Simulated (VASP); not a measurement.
Runs of VASP 6.6.1 on KMgF3. The structure is that of space group R-3m (No. 166), or close to it. The cells are those of the table. 

```tsv
cell	gap on the mesh (eV)	pressure (GPa)
a = 3.991 Å, angles 87.0°, 5 atoms	(b)	3.5
a = 4.082 Å, angles 101.4°, 5 atoms	(c)	5.4
a = 4.192 Å, angles 105.7°, 5 atoms	5.38	7.1
a = 4.474 Å, angles 60.0°, 5 atoms	0.55	26.3
a = 4.017 Å, angles 82.7°, 5 atoms	6.80	4.3
a = 4.008 Å, angles 95.9°, 5 atoms	7.02	(d)
a = 4.349 Å, angles 109.5°, 5 atoms	4.31	9.7
a = 4.098 Å, angles 75.7°, 5 atoms	5.50	7.3
a = 3.990 Å, angles 92.7°, 5 atoms	7.23	3.5
a = 4.264 Å, angles 67.3°, 5 atoms	3.13	(a)
```

Alike in all rows: task single point; level PBE; potentials or basis VASP PAW PBE potentials, release 64 (K_sv, Mg, F); no spin polarisation; k mesh 6 × 6 × 6; cutoff (eV) 520; smearing gaussian 0.05 eV.

Task: Estimate the missing entries.

Result: (a) 14.7; (b) 7.21; (c) 6.32; (d) 3.9.

A k mesh can miss the band edges.
